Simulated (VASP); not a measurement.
Wanted: the native input for a VASP 6.6.1 run.

* Task: single point
* Functional: PBEsol
* Potentials or basis: VASP PAW PBE potentials, release 64 (W_sv, S)
* Cutoff: 500 eV
* k mesh: 8 × 8 × 1
* Occupations: methfessel-paxton, width 0.225 eV
* Spin: no spin polarisation
* Dipole correction: no
* Further INCAR settings: ALGO = Normal; EDIFF = 1e-06; NBANDS = 35

The structure of WS2 lies in POSCAR:

```
WS2
1.0
    3.1832085600      0.0000000000      0.0000000000
   -1.5916042800      2.7567394785      0.0000000000
    0.0000000000      0.0000000000     23.6687632500
W S
2 4
Direct
    0.3333333333      0.6666666667      0.6373175400
    0.6666666667      0.3333333333      0.3626824600
    0.3333333333      0.6666666667      0.2968161100
    0.6666666667      0.3333333333      0.7031838900
    0.6666666667      0.3333333333      0.5714418300
    0.3333333333      0.6666666667      0.4285581700
```

One way to write it, as run:

INCAR

```
  PREC = Accurate
  ENCUT = 500
  EDIFF = 1E-6
  ISMEAR = 1
  SIGMA = 0.225
  LREAL = F
  LASPH = T
  NELM = 120
  ALGO = Normal
  ISIF = 2
  LWAVE = F
  LCHARG = T
  GGA = PS
  LELF = T
  LVHAR = T
  NBANDS = 35
  GGA_COMPAT = F
```

KPOINTS

```
Automatic mesh
0
Gamma
  8 8 1
```

Potentials or basis: VASP PAW PBE potentials, release 64 (W_sv, S).

Command:

```sh
$ cat potpaw_PBE.64/W_sv/POTCAR potpaw_PBE.64/S/POTCAR > POTCAR
$ mpirun -np 1 vasp_std > vasp.out
```

Results of the run:

```
Largest force          : 0.093 eV/Å
Band gap on the k mesh : 1.71 eV (least direct gap 2.22 eV)
```

Caveat: there is no dipole correction, which matters where the two faces differ; the PAW data sets were made with another functional, which shifts forces and pressure a little; spin-orbit coupling is left out, which moves the levels of the heavy elements.

It took 2 min on 1 thread of Intel Xeon 8259CL, with other jobs on the host, peak memory 0.33 GiB.
